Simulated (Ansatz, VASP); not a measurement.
W in VASP and in Ansatz

INCAR

```
PREC = Accurate
ENCUT = 600
EDIFF = 1E-6
ISMEAR = -1
SIGMA = 0.05
LREAL = False
LASPH = True
NELM = 60
ALGO = Normal
ISIF = 3
LWAVE = False
LCHARG = False
GGA = CA
IBRION = 2
NSW = 45
EDIFFG = -0.005
```

The input KPOINTS:

```
regular mesh
0
Gamma
  18 18 18
```

POSCAR

```
W
1.0
   -1.5679129444      1.5679129444      1.5679129444
    1.5679129444     -1.5679129444      1.5679129444
    1.5679129444      1.5679129444     -1.5679129444
W
1
Direct
    0.0000000000      0.0000000000      0.0000000000
```

Input for Ansatz:

```yaml
crystal:
  lattice:
    - [-1.5679129444, 1.5679129444, 1.5679129444]
    - [1.5679129444, -1.5679129444, 1.5679129444]
    - [1.5679129444, 1.5679129444, -1.5679129444]
  atoms:
    - { symbol: W, position: [0.0, 0.0, 0.0] }
kpoints:
  mp_grid: { grid: [18, 18, 18] }
scf:
  occupations: { method: fermi_dirac, width: 0.05 }
hamiltonian:
  xc: lda
  pseudopotentials:
    kind: all_electron
    lapw: { basis_error: 0.0005 }
    relativity: none
output:
  forces: true
  stress: true
  eigenvalues: true
  populations: true
relax:
  f_tol: 0.005
  max_steps: 25
  cell: {}
```

Alike in both runs: task relaxation of cell and atoms; functional LDA; k mesh 18 × 18 × 18; occupations fermi-dirac, width 0.05 eV; no spin polarisation.

|  | VASP | Ansatz |
| --- | --- | --- |
| version | VASP 6.6.1 | Ansatz 0.2.0 |
| potentials or method | VASP PAW LDA potentials, release 64 (W_sv), cutoff 600 eV | all-electron LAPW, non-relativistic |

Ansatz gave:

```
relaxed volume (Å³/atom)                                     : 16.31
relaxed cell length with the largest relative difference (Å) : 2.767
```

**Question.** Estimate VASP's values.

**Answer.** Relaxed volume (Å³/atom): 15.51; relaxed cell length with the largest relative difference (Å): 2.721.

LDA's correlation is that of Perdew and Zunger in VASP and of Perdew and Wang (1992) in Ansatz. Ansatz ran all-electron here, and VASP with PAW potentials.

Spin-orbit coupling is off throughout.
